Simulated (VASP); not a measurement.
# NiO in VASP: notebook, part 2 of 2

VASP 6.6.1. The steps go on from the part before.

## Step 3: Single point, r2SCAN, collinear spin, ferromagnetic start (uniaxial strain along c: +2.0 %, then relaxed in part)

Input file POSCAR:

```
NiO
1.0
    2.0842720974      2.0842720974      0.0000000000
   -2.0842720974      2.0842720974      0.0000000000
    0.0000000000      0.0000000000      4.2723689339
Ni O
2 2
Direct
    0.0000000000      0.0000000000      0.0000000000
    0.5000000000      0.5000000000      0.5000000000
    0.5000000000      0.5000000000      0.0000000000
    0.0000000000      0.0000000000      0.5000000000
```

Input file INCAR.step1:

```
ALGO     = Normal         # electronic algorithm
EDIFF    = 1E-4           # SCF threshold, eV
ENCUT    = 520            # plane-wave cutoff, eV
GGA      = PE             # functional
ISMEAR   = 0              # smearing method
ISPIN    = 2              # spin polarisation
LASPH    = T              # aspherical terms in the spheres
LCHARG   = F              # write CHGCAR
LMAXMIX  = 4              # l up to which the mixer works
LREAL    = F              # projectors in reciprocal space
LWAVE    = T              # write WAVECAR
MAGMOM   = 1.84 1.84 0.31 0.31 # initial moments
NBANDS   = 28             # bands
NELM     = 150            # most SCF steps
PREC     = Accurate       # precision mode
SIGMA    = 0.02           # smearing width, eV
```

Input file INCAR.step2:

```
ALGO     = Normal         # electronic algorithm
EDIFF    = 1E-6           # SCF threshold, eV
ENCUT    = 520            # plane-wave cutoff, eV
ISIF     = 2              # what is computed and relaxed
ISMEAR   = 0              # smearing method
ISPIN    = 2              # spin polarisation
ISTART   = 1            
LASPH    = T              # aspherical terms in the spheres
LCHARG   = F              # write CHGCAR
LMAXMIX  = 4              # l up to which the mixer works
LMIXTAU  = T            
LORBIT   = 11             # projections on sites
LREAL    = F              # projectors in reciprocal space
LWAVE    = F              # write WAVECAR
MAGMOM   = 1.84 1.84 0.31 0.31 # initial moments
METAGGA  = R2SCAN         # meta-GGA
NBANDS   = 28             # bands
NELM     = 150            # most SCF steps
PREC     = Accurate       # precision mode
SIGMA    = 0.02           # smearing width, eV
```

Input file KPOINTS:

```
k-points
0
Gamma
  10 10 8
```

Potentials or basis: VASP PAW PBE potentials, release 64 (Ni, O).

Run with:

```
cat potpaw_PBE.64/Ni/POTCAR potpaw_PBE.64/O/POTCAR > POTCAR
cp INCAR.step1 INCAR
mpirun -np 1 vasp_std > vasp.out
cp INCAR.step2 INCAR
mpirun -np 1 vasp_std > vasp.out
```

OUTCAR:

```text
EDIFF = 1E-6
   ENCUT = 520
   ISIF = 2
   ISMEAR = 0
   ISPIN = 2
   ISTART = 1
   LASPH = T
   LORBIT = 11
   LREAL = F
   METAGGA = R2SCAN
   NELM = 150
   PREC = Accurate

 ion  position               nearest neighbor table
   1  0.000  0.000  0.000-   3 2.08   3 2.08   3 2.08   3 2.08   4 2.14   4 2.14   2 2.98   2 2.98
                             2 2.98   2 2.98   2 2.98   2 2.98   2 2.98   2 2.98
   2  0.500  0.500  0.500-   4 2.08   4 2.08   4 2.08   4 2.08   3 2.14   3 2.14   1 2.98   1 2.98
                             1 2.98   1 2.98   1 2.98   1 2.98   1 2.98   1 2.98
   3  0.500  0.500  0.000-   1 2.08   1 2.08   1 2.08   1 2.08   2 2.14   2 2.14
   4  0.000  0.000  0.500-   2 2.08   2 2.08   2 2.08   2 2.08   1 2.14   1 2.14

  LATTYP: Found a simple tetragonal cell.
 ALAT       =     2.9476058678
 C/A-ratio  =     1.4494369755

  Lattice vectors:

 A1 = (   2.0842720974,   2.0842720974,   0.0000000000)
 A2 = (  -2.0842720974,   2.0842720974,   0.0000000000)
 A3 = (   0.0000000000,   0.0000000000,   4.2723689339)

Analysis of symmetry for initial positions (statically):
=====================================================================
 Subroutine PRICEL returns following result:

  LATTYP: Found a body centered tetragonal cell.
 ALAT       =     2.9476058678
 C/A-ratio  =     1.4494369755
[... 12 lines left out ...]
 Subroutine GETGRP returns: Found 16 space group operations
 (whereof 16 operations were pure point group operations)
 out of a pool of 16 trial point group operations.

The static configuration has the point symmetry D_4h.

Analysis of symmetry for dynamics (positions and initial velocities):
=====================================================================
 Subroutine PRICEL returns following result:

  LATTYP: Found a body centered tetragonal cell.
 ALAT       =     2.9476058678
 C/A-ratio  =     1.4494369755
[... 12 lines left out ...]
 Subroutine GETGRP returns: Found 16 space group operations
 (whereof 16 operations were pure point group operations)
 out of a pool of 16 trial point group operations.
[... 169 lines left out ...]
  ext. energy  EPLUGINS =         0.00000000
  ---------------------------------------------------
  free energy    TOTEN  =       -40.20817193 eV

  energy without entropy =      -40.20817193  energy(sigma->0) =      -40.20817193

 E-fermi :   7.4976     XC(G=0): -13.2868

 val. band max:        7.3135147844   @ k =   0.5000   0.0000   0.5000
 cond. band min:       7.9266350957   @ k =   0.0000   0.0000   0.0000
 fundamental gap:      0.6131203113
 Fermi energy:         7.4975513446

 spin component 1

 k-point     1 :       0.0000    0.0000    0.0000
  band No.  band energies     occupation
      1     -13.6717      1.00000
      2     -12.3847      1.00000
      3       0.5784      1.00000
      4       3.2440      1.00000
      5       3.2720      1.00000
      6       3.2720      1.00000
[... 733 lines left out ...]
     27      26.2415      0.00000
     28      28.3646      0.00000

 [... further k-points ...]

 spin component 2

 k-point     1 :       0.0000    0.0000    0.0000
  band No.  band energies     occupation
      1     -13.1401      1.00000
      2     -11.7189      1.00000
      3       1.0067      1.00000
      4       3.8655      1.00000
      5       3.8656      1.00000
      6       4.2311      1.00000
[... 733 lines left out ...]
     27      26.7741      0.00000
     28      28.7905      0.00000

 [... further k-points ...]
[... 5 lines left out ...]
  --------------------------------------------------------------------------------------
  -------------------------------------------------------------------------------------
  Total        0.0003751      0.0003751     -1.3719886      0.0000000      0.0000000      0.0000000
  in kB        0.0161904      0.0161904    -59.2179706      0.0000000      0.0000000      0.0000000
  external PRESSURE =     -19.7285299 kB  Pullay stress =       0.0000000 kB

 VOLUME and BASIS-vectors are now :
 -----------------------------------------------------------------------------
  energy-cutoff  :      520.00
  volume of cell :       37.12
      direct lattice vectors                 reciprocal lattice vectors
     2.084272097  2.084272097  0.000000000     0.239891903  0.239891903  0.000000000
    -2.084272097  2.084272097  0.000000000    -0.239891903  0.239891903  0.000000000
     0.000000000  0.000000000  4.272368934     0.000000000  0.000000000  0.234062183

 POSITION                                       TOTAL-FORCE (eV/Angst)
 -----------------------------------------------------------------------------------
      0.00000      0.00000      0.00000        -0.000000     -0.000000      0.000000
      0.00000      2.08427      2.13618        -0.000000     -0.000000      0.000000
      0.00000      2.08427      0.00000        -0.000000     -0.000000     -0.000000
      0.00000      0.00000      2.13618         0.000000      0.000000      0.000000
 -----------------------------------------------------------------------------------
    total drift:                                0.000000     -0.000000     -0.000000

  FREE ENERGIE OF THE ION-ELECTRON SYSTEM (eV)
  ---------------------------------------------------
  free  energy   TOTEN  =       -40.2081719297 eV

  energy  without entropy=      -40.2081719297  energy(sigma->0) =      -40.20817193

 total charge

# of ion       s       p       d       tot
------------------------------------------
    1        0.331   0.406   8.160   8.897
    2        0.331   0.406   8.160   8.897
    3        1.555   3.485   0.000   5.040
    4        1.555   3.485   0.000   5.040
--------------------------------------------------
tot          3.772   7.781  16.321  27.874

 magnetization (x)

# of ion       s       p       d       tot
------------------------------------------
    1        0.011   0.012   1.672   1.694
    2        0.011   0.012   1.672   1.694
    3        0.028   0.247   0.000   0.275
    4        0.028   0.247   0.000   0.275
--------------------------------------------------
tot          0.078   0.517   3.343   3.938
```

Wall time 5.5 min (1 thread of Intel Xeon 6975P-C, shared host); peak memory 0.28 GiB.

Results:

```
Free energy                                           : -40.2082 eV
Pressure                                              : -2.0 GPa
Band gap on the k mesh                                : 0.61 eV
Net moment                                            : 4.00 μB per cell
Site moments                                          : Ni +1.69; O +0.28 μB
Valence electrons inside the program's atomic spheres : Ni 8.90; O 5.04
```

Caveat: the cell differs from its parent crystal (uniaxial strain along c: +2.0 %, then relaxed in part); the PAW data sets were made with another functional, which shifts forces and pressure a little.

## Step 4: Single point, r2SCAN, collinear spin, ferromagnetic start (uniaxial strain along c: +2.0 %)

Edit POSCAR of step 3 so:

```diff
@@ -2,4 +2,4 @@
 1.0
-    2.0842720974      2.0842720974      0.0000000000
-   -2.0842720974      2.0842720974      0.0000000000
+    2.0838270045      2.0838270045      0.0000000000
+   -2.0838270045      2.0838270045      0.0000000000
     0.0000000000      0.0000000000      4.2723689339
```

Input file INCAR.step1:

```
PREC = Accurate ; ENCUT = 520
ISMEAR = 0 ; SIGMA = 0.02
LREAL = F ; LASPH = T
NELM = 150 ; ISPIN = 2
MAGMOM = 1.84 1.84 0.31 0.31 ; LMAXMIX = 4
NBANDS = 28 ; GGA = PE
ALGO = Normal ; EDIFF = 1E-4
LWAVE = T ; LCHARG = F
```

Input file INCAR.step2:

```
PREC = Accurate ; ENCUT = 520
EDIFF = 1E-7 ; ISMEAR = 0
SIGMA = 0.02 ; LREAL = F
LASPH = T ; NELM = 150
ALGO = Normal ; ISIF = 2
LWAVE = F ; LCHARG = F
ISPIN = 2 ; MAGMOM = 1.84 1.84 0.31 0.31
LORBIT = 11 ; LMAXMIX = 4
METAGGA = R2SCAN ; LMIXTAU = T
NBANDS = 28 ; ISTART = 1
```

Input file KPOINTS:

```
Automatic mesh
0
Gamma
  10 10 8
```

Run with:

```
cat potpaw_PBE.64/Ni/POTCAR potpaw_PBE.64/O/POTCAR > POTCAR
cp INCAR.step1 INCAR
mpirun -np 1 vasp_std > vasp.out
cp INCAR.step2 INCAR
mpirun -np 1 vasp_std > vasp.out
```

Run time: 6.2 min. Hardware: 1 thread of Intel Xeon 6975P-C, shared host; peak memory 0.28 GiB.

Results (log left out):

- Free energy: -40.2081 eV
- Pressure: -1.9 GPa
- Band gap on the k mesh: 0.61 eV
- Net moment: 4.00 μB per cell
- Site moments: Ni +1.69; O +0.28 μB
- Valence electrons inside the program's atomic spheres: Ni 8.90; O 5.04

Stress tensor (GPa, compression positive):
```
 0.11  0.00  0.00
 0.00  0.11  0.00
 0.00  0.00 -5.88
```

Levels at points of the mesh, in eV from the valence-band top:
Spin up:
| k point | band 14 | band 15 | band 16 | band 17 | band 18 | band 19 | band 20 | band 21 | band 22 | band 23 |
| --- | --- | --- | --- | --- | --- | --- | --- | --- | --- | --- |
| (0.00, 0.00, 0.00) | -2.82 | -2.82 | -2.74 | -2.25 | -2.25 | 2.03 | 6.65 | 11.21 | 12.86 | 17.70 |
| (0.50, 0.00, 0.00) | -1.95 | -1.75 | -1.75 | -0.14 | -0.14 | 7.73 | 7.73 | 11.50 | 11.50 | 11.63 |
| (0.50, 0.50, 0.00) | -3.18 | -2.27 | -2.27 | -2.21 | -2.21 | 6.63 | 6.63 | 11.57 | 11.57 | 12.52 |
| (0.00, 0.00, 0.50) | -2.24 | -2.01 | -2.01 | -2.01 | -2.01 | 5.76 | 5.76 | 13.37 | 13.37 | 14.23 |
| (0.50, 0.00, 0.50) | -1.89 | -0.19 | -0.19 | 0.00 | 0.00 | 6.24 | 6.24 | 10.69 | 10.69 | 14.43 |
| (0.50, 0.50, 0.50) | -2.43 | -2.21 | -2.21 | -1.88 | -1.88 | 8.90 | 8.90 | 11.52 | 11.52 | 11.52 |
Spin down:
| k point | band 12 | band 13 | band 14 | band 15 | band 16 | band 17 |
| --- | --- | --- | --- | --- | --- | --- |
| (0.00, 0.00, 0.00) | -2.05 | -1.29 | -1.29 | 0.61 | 0.72 | 1.13 |
| (0.50, 0.00, 0.00) | -1.17 | -0.84 | -0.84 | 1.40 | 1.40 | 3.48 |
| (0.50, 0.50, 0.00) | -1.31 | -1.24 | -1.24 | 1.12 | 1.12 | 1.68 |
| (0.00, 0.00, 0.50) | -1.11 | -1.11 | -1.11 | 0.92 | 0.92 | 1.73 |
| (0.50, 0.00, 0.50) | -1.26 | -0.95 | -0.95 | 3.25 | 3.25 | 3.51 |
| (0.50, 0.50, 0.50) | -1.53 | -1.24 | -1.24 | 1.59 | 1.59 | 2.14 |

Caveat: the cell differs from its parent crystal (uniaxial strain along c: +2.0 %); the PAW data sets were made with another functional, which shifts forces and pressure a little. A k mesh can miss the band edges.

## Step 5: Summary

```csv
cell,k mesh,gap on the mesh (eV),pressure (GPa),moment (μB)
"a = 2.962 Å, angles 60.0°, 2 atoms",12 × 12 × 12,0.74,0.1,2.00
"a = 2.948, b = 2.948, c = 4.272 Å, 4 atoms",10 × 10 × 8,0.61,-2.0,4.00
"a = 2.947, b = 2.947, c = 4.272 Å, 4 atoms",10 × 10 × 8,0.61,-1.9,4.00
```

Alike in all rows: task single point; level r2SCAN; potentials or basis VASP PAW PBE potentials, release 64 (Ni, O); spin collinear, ferromagnetic start; cutoff (eV) 520; smearing gaussian 0.02 eV.

Caveats: the PAW data sets were made with another functional, which shifts forces and pressure a little; a cell with one magnetic atom can't hold antiferromagnetic order, which such compounds often take (some runs).

Total energies depend on the potentials used, so only differences within one code and one set of settings carry meaning.
